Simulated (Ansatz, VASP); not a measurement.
## Two plane-wave programs on MgS

Contents of POSCAR:

```
MgS
1.0
    3.1962106058      0.0000000000      0.0000000000
    0.0000000000      3.1962106058      0.0000000000
    0.0000000000      0.0000000000      3.1962106058
Mg S
1 1
Direct
    0.0000000000      0.0000000000      0.0000000000
    0.5000000000      0.5000000000      0.5000000000
```

File INCAR.step1:

```
SYSTEM = MgS
PREC     = Accurate       ! precision mode
ENCUT    = 520            ! plane-wave cutoff, eV
ISMEAR   = -1             ! smearing method
SIGMA    = 0.02           ! smearing width, eV
LREAL    = .FALSE.        ! projectors in reciprocal space
LASPH    = .TRUE.         ! aspherical terms in the spheres
NELM     = 60             ! most SCF steps
NBANDS   = 11             ! bands
GGA      = PE             ! functional
ALGO     = Normal         ! electronic algorithm
EDIFF    = 1E-4           ! SCF threshold, eV
LWAVE    = .TRUE.         ! write WAVECAR
LCHARG   = .FALSE.        ! write CHGCAR
```

INCAR.step2

```
SYSTEM = MgS
PREC     = Accurate       ! precision mode
ENCUT    = 520            ! plane-wave cutoff, eV
EDIFF    = 1E-6           ! SCF threshold, eV
ISMEAR   = -1             ! smearing method
SIGMA    = 0.02           ! smearing width, eV
LREAL    = .FALSE.        ! projectors in reciprocal space
LASPH    = .TRUE.         ! aspherical terms in the spheres
NELM     = 60             ! most SCF steps
ALGO     = Normal         ! electronic algorithm
ISIF     = 2              ! what is computed and relaxed
LWAVE    = .FALSE.        ! write WAVECAR
LCHARG   = .FALSE.        ! write CHGCAR
METAGGA  = R2SCAN         ! meta-GGA
LMIXTAU  = .TRUE.       
NBANDS   = 11             ! bands
ISTART   = 1
```

File KPOINTS:

```
Automatic mesh
0
G
  6 6 6
  0 0 0
```

Input for Ansatz:

```yaml
crystal:
  lattice:
    - [3.1962106058, 0.0, 0.0]
    - [0.0, 3.1962106058, 0.0]
    - [0.0, 0.0, 3.1962106058]
  atoms:
    - { symbol: Mg, position: [0.0, 0.0, 0.0] }
    - { symbol: S, position: [0.5, 0.5, 0.5] }
kpoints:
  mp_grid: { grid: [6, 6, 6] }
hamiltonian:
  xc: r2scan
scf:
  occupations: { method: fermi_dirac, width: 0.02 }
  n_extra_bands: 4
output:
  forces: true
  stress: true
  eigenvalues: true
```

Alike in both runs: task single point; functional r2SCAN; k mesh 6 × 6 × 6; occupations fermi-dirac, width 0.02 eV; no spin polarisation.

|  | VASP | Ansatz |
| --- | --- | --- |
| version | VASP 6.6.1 | Ansatz 0.2.0 |
| potentials or method | VASP PAW PBE potentials, release 64 (Mg, S) | plane waves, PAW |
| plane-wave cutoff (eV) | 520 | 500 |
| valence electrons in the cell | 8 | 16 |

```tsv
	VASP	Ansatz	Ansatz less VASP
pressure (GPa)	4.7	5.2	+0.50
```

VASP's potentials were made for PBE, not for r2SCAN. VASP's potentials hold 8 valence electrons a cell and Ansatz's 16, so a difference there can come from the potentials and not from the codes.
